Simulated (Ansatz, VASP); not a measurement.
**LiCl in VASP and in Ansatz**

```
Li Cl
1.0
     0.00000    2.56477    2.56477
     2.56477    0.00000    2.56477
     2.56477    2.56477    0.00000
Li Cl
1 1
Direct
  0.00000 0.00000 0.00000
  0.50000 0.50000 0.50000
```

Alike in both runs: functional PBE; k mesh 9 × 9 × 9; occupations fermi-dirac, width 0.02 eV; no spin polarisation.

Ansatz relaxed the structure, and its values are those at the end. VASP's run is a single point on that final structure, the one shown.

```csv
,VASP,Ansatz
version,VASP 6.6.1,Ansatz 0.2.0
potentials or method,"VASP PAW PBE potentials, release 64 (Li_sv, Cl)","plane-wave PAW, scalar-relativistic"
plane-wave cutoff (eV),520,420
valence electrons in the cell,10,10
```

|  | VASP | Ansatz | Ansatz less VASP |
| --- | --- | --- | --- |
| gap on the k mesh at the Fermi level (eV) | 6.34 | 6.33 | -0.013 |

Ansatz's warnings: stress scf threshold loose.

Noted on VASP's run: the cutoff is short for stress, so the pressure is rough.
